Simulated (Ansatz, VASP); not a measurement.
**Al36O in VASP and in Ansatz**

The input POSCAR:

```
Al36O
1.0
    0.0000000000      6.0583944000      6.0583944000
    6.0583944000      0.0000000000      6.0583944000
    8.0778592000      8.0778592000      0.0000000000
Al O
36 1
Direct
    0.0004733700     -0.0010889100     -0.0014083400
    0.0015251000     -0.0000045900      0.2474702000
    0.0017066600      0.0001653200      0.4993511200
    0.0001052100     -0.0014598800      0.7502662600
    0.0010802700      0.3359433200     -0.0021008500
    0.0005509500      0.3350218200      0.2492500000
   -0.0001224000      0.3352389800      0.4981779100
   -0.0154050100      0.3381615000      0.7528469900
    0.0012886500      0.6660512500     -0.0003288800
    0.0006387200      0.6680734200      0.2475899600
   -0.0004592500      0.6691590200      0.4963670800
    0.0002718600      0.6687530800      0.7497870100
    0.3374914500     -0.0004691800     -0.0020889000
    0.3365837100     -0.0010058200      0.2492623400
    0.3368238200     -0.0016861900      0.4981884600
    0.3396857700     -0.0169878400      0.7529101600
    0.3345844800      0.3330400900      0.0009965000
    0.3341278300      0.3325442000      0.2483892400
    0.3425056100      0.3410797100      0.4826566400
    0.3410316400      0.3394686700      0.7524425400
    0.3350687200      0.6650459900      0.0001247300
    0.3373884300      0.6688615300      0.2449977400
    0.3374244700      0.6672815700      0.4971186000
    0.3359356100      0.6667750900      0.7480624900
    0.6676098500     -0.0002674100     -0.0003304100
    0.6696481800     -0.0009347300      0.2475808600
    0.6706656500     -0.0019760500      0.4963682900
    0.6703094300     -0.0012987700      0.7497872100
    0.6666315200      0.3335294000      0.0000955000
    0.6703814700      0.3358219000      0.2450208400
    0.6688198800      0.3358606100      0.4971205900
    0.6683210300      0.3343710700      0.7480631400
    0.6680235500      0.6664711600     -0.0012960000
    0.6686289900      0.6670464900      0.2481908300
    0.6685382900      0.6669665700      0.4980665400
    0.6687463900      0.6672141400      0.7477060700
    0.2527338300      0.2511428100      0.6839681300
```

Contents of INCAR.step1:

```
ALGO = Normal
EDIFF = 1E-4
ENCUT = 520
GGA = PE
ISMEAR = 1
LASPH = True
LCHARG = False
LREAL = Auto
LWAVE = True
NBANDS = 81
NELM = 100
PREC = Accurate
SIGMA = 0.1
```

Contents of INCAR.step2:

```
ALGO = Normal
EDIFF = 1E-7
ENCUT = 520
ISIF = 2
ISMEAR = 1
ISTART = 1
LASPH = True
LCHARG = True
LELF = True
LMIXTAU = True
LREAL = Auto
LVHAR = True
LWAVE = False
METAGGA = R2SCAN
NBANDS = 81
NELM = 100
PREC = Accurate
SIGMA = 0.1
```

The input KPOINTS:

```
k-points
0
Gamma
  2 2 2
```

Input for Ansatz:

```yaml
crystal:
  lattice:
    - [0.0, 6.0583944, 6.0583944]
    - [6.0583944, 0.0, 6.0583944]
    - [8.0778592, 8.0778592, 0.0]
  atoms:
    - { symbol: Al, position: [0.00047337, -0.00108891, -0.00140834] }
    - { symbol: Al, position: [0.0015251, -4.59e-06, 0.2474702] }
    - { symbol: Al, position: [0.00170666, 0.00016532, 0.49935112] }
    - { symbol: Al, position: [0.00010521, -0.00145988, 0.75026626] }
    - { symbol: Al, position: [0.00108027, 0.33594332, -0.00210085] }
    - { symbol: Al, position: [0.00055095, 0.33502182, 0.24925] }
    - { symbol: Al, position: [-0.0001224, 0.33523898, 0.49817791] }
    - { symbol: Al, position: [-0.01540501, 0.3381615, 0.75284699] }
    - { symbol: Al, position: [0.00128865, 0.66605125, -0.00032888] }
    - { symbol: Al, position: [0.00063872, 0.66807342, 0.24758996] }
    - { symbol: Al, position: [-0.00045925, 0.66915902, 0.49636708] }
    - { symbol: Al, position: [0.00027186, 0.66875308, 0.74978701] }
    - { symbol: Al, position: [0.33749145, -0.00046918, -0.0020889] }
    - { symbol: Al, position: [0.33658371, -0.00100582, 0.24926234] }
    - { symbol: Al, position: [0.33682382, -0.00168619, 0.49818846] }
    - { symbol: Al, position: [0.33968577, -0.01698784, 0.75291016] }
    - { symbol: Al, position: [0.33458448, 0.33304009, 0.0009965] }
    - { symbol: Al, position: [0.33412783, 0.3325442, 0.24838924] }
    - { symbol: Al, position: [0.34250561, 0.34107971, 0.48265664] }
    - { symbol: Al, position: [0.34103164, 0.33946867, 0.75244254] }
    - { symbol: Al, position: [0.33506872, 0.66504599, 0.00012473] }
    - { symbol: Al, position: [0.33738843, 0.66886153, 0.24499774] }
    - { symbol: Al, position: [0.33742447, 0.66728157, 0.4971186] }
    - { symbol: Al, position: [0.33593561, 0.66677509, 0.74806249] }
    - { symbol: Al, position: [0.66760985, -0.00026741, -0.00033041] }
    - { symbol: Al, position: [0.66964818, -0.00093473, 0.24758086] }
    - { symbol: Al, position: [0.67066565, -0.00197605, 0.49636829] }
    - { symbol: Al, position: [0.67030943, -0.00129877, 0.74978721] }
    - { symbol: Al, position: [0.66663152, 0.3335294, 9.55e-05] }
    - { symbol: Al, position: [0.67038147, 0.3358219, 0.24502084] }
    - { symbol: Al, position: [0.66881988, 0.33586061, 0.49712059] }
    - { symbol: Al, position: [0.66832103, 0.33437107, 0.74806314] }
    - { symbol: Al, position: [0.66802355, 0.66647116, -0.001296] }
    - { symbol: Al, position: [0.66862899, 0.66704649, 0.24819083] }
    - { symbol: Al, position: [0.66853829, 0.66696657, 0.49806654] }
    - { symbol: Al, position: [0.66874639, 0.66721414, 0.74770607] }
    - { symbol: O, position: [0.25273383, 0.25114281, 0.68396813] }
basis:
  ecutwfc: 500
  xc_grid: 2
hamiltonian:
  xc: r2scan
  pseudopotentials: { kind: paw, azcp: { folder: soft_1 } }
kpoints:
  mp_grid: { grid: [2, 2, 2] }
scf:
  occupations: { method: methfessel_paxton, width: 0.1 }
  max_iter: 160
output:
  forces: true
  eigenvalues: true
checkpoint:
  write: "../q0.end.r2scan.run"
  compress: false
  write_wavefunctions: false
  write_every: 100000
```

Alike in both runs: task single point; functional r2SCAN; k mesh 2 × 2 × 2; occupations methfessel-paxton of order 1, width 0.1 eV; no spin polarisation.

|  | VASP | Ansatz |
| --- | --- | --- |
| version | VASP 6.6.1 | Ansatz 0.2.0 |
| potentials or method | VASP PAW PBE potentials, release 64 (Al, O), cutoff 520 eV | plane-wave PAW DFT |
| valence electrons in the cell | 114 | 114 |

```csv
,VASP,Ansatz,Ansatz less VASP
rms of the force components (eV/Å),0.051,0.051,-0.0005
```

VASP's potentials were made for PBE, not for r2SCAN. Atom by atom the forces differ by 0.002 eV/Å (rms over components). The functional is the same, so the differences come from potentials, cutoffs and numerics.

The k mesh is coarse, so the values compare programs but aren't converged.
